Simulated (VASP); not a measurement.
# BN: single point with PBE

BN:

```xyz
4
Lattice="2.5122 0.0000 0.0000 -1.2561 2.1756 0.0000 0.0000 0.0000 8.3695" Properties=species:S:1:pos:R:3 pbc="T T T"
B     0.0000    1.4504    2.0924
B     1.2561    0.7252    6.2771
N     0.0000    1.4504    6.2771
N     1.2561    0.7252    2.0924
```

```json
{
  "Program": "VASP 6.6.1",
  "Task": "single point",
  "Functional": "PBE",
  "Potentials or basis": "VASP PAW PBE potentials, release 64 (B, N)",
  "Cutoff": "520 eV",
  "k mesh": "12 × 12 × 4",
  "Occupations": "gaussian, width 0.02 eV",
  "Spin": "no spin polarisation",
  "Dipole correction": "no",
  "Further INCAR settings": "ALGO = Normal; EDIFF = 1e-06; NBANDS = 16"
}
```

```json
{"Pressure": "0.1 GPa", "Band gap on the k mesh": "4.39 eV (least direct gap 4.66 eV)"}
```

Stress tensor (GPa, compression positive):
```
 0.12  0.00  0.00
 0.00  0.12  0.00
 0.00  0.00 -0.08
```

Levels at points of the mesh, in eV from the valence-band top:
```csv
k point,band 6,band 7,band 8,band 9,band 10,band 11
"(0.00, 0.00, 0.00)",-1.35,-1.35,-1.35,4.39,7.73,10.04
"(0.50, 0.00, 0.00)",-4.12,-1.01,-0.78,4.58,5.01,9.43
"(0.00, 0.00, 0.50)",-1.35,-1.35,-1.35,5.67,5.67,11.51
"(0.50, 0.00, 0.50)",-4.12,-0.90,-0.90,4.77,4.77,9.69
```

It took 73 s on 1 thread of Intel Xeon 8259CL, on a shared host, peak memory 0.18 GiB.

Caveat: this functional lacks dispersion, which binds layers or chains, so the pressure and a relaxed spacing across them are unreliable. A k mesh can miss the band edges.
